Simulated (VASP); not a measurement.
A run of VASP 6.6.1 is set up as follows.

The input POSCAR:

```
BaO
1.0
    0.0000000000      2.7719428467      2.7719428467
    2.7719428467      0.0000000000      2.7719428467
    2.7719428467      2.7719428467      0.0000000000
Ba O
1 1
Direct
    0.0000000000      0.0000000000      0.0000000000
    0.5000000000      0.5000000000      0.5000000000
```

File INCAR.step1:

```
SYSTEM = BaO
ALGO = Normal
EDIFF = 1E-5
ENCUT = 580
GGA = PE
GGA_COMPAT = .False.
ISIF = 2
ISMEAR = 0
LASPH = .True.
LCHARG = .False.
LREAL = .False.
LWAVE = .True.
NBANDS = 15
NELM = 120
PREC = Accurate
SIGMA = 0.01
```

File INCAR.step2:

```
SYSTEM = BaO
AEXX = 0.1
ALGO = Normal
EDIFF = 1E-6
ENCUT = 580
GGA_COMPAT = .False.
ISIF = 2
ISMEAR = 0
ISTART = 1
LASPH = .True.
LCHARG = .False.
LHFCALC = .True.
LMIXTAU = .True.
LREAL = .False.
LWAVE = .False.
METAGGA = R2SCAN
NBANDS = 15
NELM = 120
PREC = Accurate
PRECFOCK = Normal
SIGMA = 0.01
```

Contents of KPOINTS:

```
k-points
0
Gamma
  6 6 6
  0 0 0
```

Potentials or basis: VASP PAW PBE potentials, release 64 (Ba_sv, O).

Run with:

```console
$ cat potpaw_PBE.64/Ba_sv/POTCAR potpaw_PBE.64/O/POTCAR > POTCAR
$ cp INCAR.step1 INCAR
$ mpirun -np 1 vasp_std > vasp.out
$ cp INCAR.step2 INCAR
$ mpirun -np 1 vasp_std > vasp.out
```

Q: What does it give for the band gap on the k mesh?

A: 3.07 eV.

Q: Predict the pressure.

A: 1.2 GPa.

Caveat: the PAW data sets were made with another functional, which shifts forces and pressure a little; spin-orbit coupling is left out, which moves the levels of the heavy elements. A k mesh can miss the band edges.
